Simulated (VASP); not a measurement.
Write the native input for VASP 6.6.1 that does the following.

* Task: single point
* Functional: PBE
* Potentials or basis: VASP PAW PBE potentials, release 64 (Pd, B)
* Cutoff: 520 eV
* k mesh: 7 × 5 × 4
* Occupations: methfessel-paxton, width 0.05 eV
* Spin: no spin polarisation
* Dipole correction: no
* Further INCAR settings: ALGO = Fast; EDIFF = 1e-06; NBANDS = 30

The structure of BPd4 lies in POSCAR:

```
BPd4
1.0
    2.8920299704      0.0000000000      0.0000000000
    0.0000000000      4.3650077954      0.0000000000
    0.0000000000      0.0000000000      5.8563150000
Pd B
4 1
Direct
    0.4997860000     -0.0013280000      0.1979700000
    0.0072420000     -0.0162850000      0.6056660000
    0.0008850000      0.5186000000      0.3229410000
    0.5020220000      0.5034260000      0.8645260000
    0.4972590000     -0.0053940000      0.8653290000
```

One way to write it, as run:

INCAR

```
PREC     = Accurate       # precision mode
ENCUT    = 520            # plane-wave cutoff, eV
EDIFF    = 1E-6           # SCF threshold, eV
ISMEAR   = 1              # smearing method
SIGMA    = 0.05           # smearing width, eV
LREAL    = F              # projectors in reciprocal space
LASPH    = T              # aspherical terms in the spheres
NELM     = 60             # most SCF steps
ALGO     = Fast           # electronic algorithm
ISIF     = 2              # what is computed and relaxed
LWAVE    = F              # write WAVECAR
LCHARG   = T              # write CHGCAR
GGA      = PE             # functional
LELF     = T              # ELF
LVHAR    = T            
NBANDS   = 30             # bands
```

KPOINTS

```
regular mesh
0
Gamma
  7 5 4
```

Potentials or basis: VASP PAW PBE potentials, release 64 (Pd, B).

The run is started by

```sh
$ cat potpaw_PBE.64/Pd/POTCAR potpaw_PBE.64/B/POTCAR > POTCAR
$ mpirun -np 1 vasp_std > vasp.out
```

Results of the run:

```yaml
Pressure: -1.2 GPa
Largest_force: 1.404 eV/Å
Band_gap_on_the_k_mesh: zero (an odd number of electrons rules out a gap without spin polarisation)
```

Caveat: forces of over 1 eV/Å act on the atoms, so gaps and moduli don't describe the material at rest.

Run time: 4.4 min on 1 thread of Oxide Virtual Turin-like Processor, on a shared host, peak memory 0.23 GiB.
